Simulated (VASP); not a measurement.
Input of a VASP 6.6.1 run:

The input INCAR:

```
SYSTEM = SnTe
ALGO = Normal ; EDIFF = 1E-7
ENCUT = 520 ; GGA = PS
ISIF = 2 ; ISMEAR = -1
LASPH = .True. ; LCHARG = .False.
LREAL = .False. ; LWAVE = .False.
NBANDS = 17 ; NELM = 100
PREC = Accurate ; SIGMA = 0.05
```

File KPOINTS:

```
k-points
0
Gamma
  6 6 6
  0 0 0
```

The input POSCAR:

```
SnTe
1.0
    0.0000000000      3.6111460000      3.6111460000
    3.6111460000      0.0000000000      3.6111460000
    3.6111460000      3.6111460000      0.0000000000
Sn Te
1 1
Direct
    0.0000000000      0.0000000000      0.0000000000
    0.7500000000      0.7500000000      0.7500000000
```

Potentials or basis: VASP PAW PBE potentials, release 64 (Sn_d, Te).

Launch:

```bash
$ cat potpaw_PBE.64/Sn_d/POTCAR potpaw_PBE.64/Te/POTCAR > POTCAR
$ mpirun -np 1 vasp_std > vasp.out
```

Question: Predict the band gap on the k mesh.

Answer: 0.23 eV, indirect (least direct gap 0.76 eV).

Question: Estimate the pressure.

Answer: -1.4 GPa.

Caveat: the PAW data sets were made with another functional, which shifts forces and pressure a little; spin-orbit coupling is left out, which moves the levels of the heavy elements. A k mesh can miss the band edges.
